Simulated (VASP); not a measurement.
Here is a VASP 6.6.1 calculation.

The input INCAR:

```
SYSTEM = BAs
  ALGO = Normal
  EDIFF = 1E-8
  ENCUT = 520
  GGA = PE
  ISIF = 2
  ISMEAR = -1
  LASPH = .True.
  LCHARG = .False.
  LEFG = .True.
  LREAL = .False.
  LWAVE = .False.
  NBANDS = 11
  NELM = 100
  PREC = Accurate
  SIGMA = 0.03
```

File KPOINTS:

```
k-points
0
Gamma
  10 10 10
  0 0 0
```

File POSCAR:

```
BAs
1.0
    0.0000000000      1.8465198986      1.8465198986
    1.8465198986      0.0000000000      1.8465198986
    1.8465198986      1.8465198986      0.0000000000
B As
1 1
Direct
    0.7500000000      0.7500000000      0.7500000000
    0.0000000000      0.0000000000      0.0000000000
```

Potentials or basis: VASP PAW PBE potentials, release 64 (B, As).

Launch:

```console
$ cat potpaw_PBE.64/B/POTCAR potpaw_PBE.64/As/POTCAR > POTCAR
$ mpirun -np 1 vasp_std > vasp.out
```

(1) What does it give for the band gap on the k mesh?

(2) Predict the pressure.

Answers

(1) 0.29 eV, indirect (least direct gap 5.08 eV).

(2) 503.8 GPa.

Caveat: without QUAD_EFG the Cq values of the log hold for a quadrupole moment of 1 mb, not for the nuclei.
